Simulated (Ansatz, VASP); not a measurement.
# One calculation of Mg5Se, two programs

The input INCAR:

```
SYSTEM = Mg5Se
PREC = Accurate
ENCUT = 600
EDIFF = 1E-6
ISMEAR = 0
SIGMA = 0.1
LREAL = .False.
LASPH = .True.
NELM = 60
ALGO = Normal
ISIF = 3
LWAVE = .False.
LCHARG = .False.
GGA = PE
IBRION = 2
NSW = 90
EDIFFG = -0.04
```

File KPOINTS:

```
Automatic mesh
0
Gamma
  4 4 4
  0 0 0
```

File POSCAR:

```
Mg5Se
1.0
   -3.1647141100      3.1647141100      3.1642859000
    3.1647141100     -3.1647141100      3.1642859000
    3.1647141100      3.1647141100     -3.1642859000
Mg Se
5 1
Direct
    0.5000000000      0.8463136900      0.3463136900
    0.5000000000      0.1536863100      0.6536863100
    0.8463136900      0.5000000000      0.3463136900
    0.1536863100      0.5000000000      0.6536863100
    0.5000000000      0.5000000000      0.0000000000
    0.0000000000      0.0000000000      0.0000000000
```

Input for Ansatz:

```yaml
crystal:
  lattice:
    - [-3.16471411, 3.16471411, 3.1642859]
    - [3.16471411, -3.16471411, 3.1642859]
    - [3.16471411, 3.16471411, -3.1642859]
  atoms:
    - { symbol: Mg, position: [0.5, 0.84631369, 0.34631369] }
    - { symbol: Mg, position: [0.5, 0.15368631, 0.65368631] }
    - { symbol: Mg, position: [0.84631369, 0.5, 0.34631369] }
    - { symbol: Mg, position: [0.15368631, 0.5, 0.65368631] }
    - { symbol: Mg, position: [0.5, 0.5, 0.0] }
    - { symbol: Se, position: [0.0, 0.0, 0.0] }
basis:
  ecutwfc: 420
kpoints:
  mp_grid: { grid: [4, 4, 4] }
hamiltonian:
  xc: pbe
scf:
  occupations: { method: gaussian, width: 0.1 }
  lower_state_search: "off"
output:
  forces: true
  stress: true
  eigenvalues: true
relax:
  adjacent_minimum: "off"
  f_tol: 0.04
  max_steps: 70
  cell: { stress_tol: 0.4 }
```

Alike in both runs: task relaxation of cell and atoms; functional PBE; k mesh 4 × 4 × 4; occupations gaussian, width 0.1 eV; no spin polarisation.

|  | VASP | Ansatz |
| --- | --- | --- |
| version | VASP 6.6.1 | Ansatz 0.2.0 |
| potentials or method | VASP PAW PBE potentials, release 64 (Mg, Se), cutoff 600 eV | scalar-relativistic, plane waves, PAW |
| valence electrons in the cell | 16 | 66 |

VASP gave:

```
gap on the k mesh at the Fermi level, each at its own relaxed structure (eV) : none
relaxed volume (Å³/atom)                                                     : 33.57
relaxed length of the cell vector where the two differ most in proportion (Å)              : 6.895
```

Problem. Which values does Ansatz return?

Solution. gap on the k mesh at the Fermi level, each at its own relaxed structure (eV): none; relaxed volume (Å³/atom): 33.54; relaxed length of the cell vector where the two differ most in proportion (Å): 6.889.

A gap of «none» marks a metal or a gap that the smearing closes. VASP's potentials hold 16 valence electrons a cell and Ansatz's 66, so a difference there can come from the potentials and not from the codes.

Noted on VASP's run: the volume moved by over 15 % at a fixed basis, so the end points are rough.
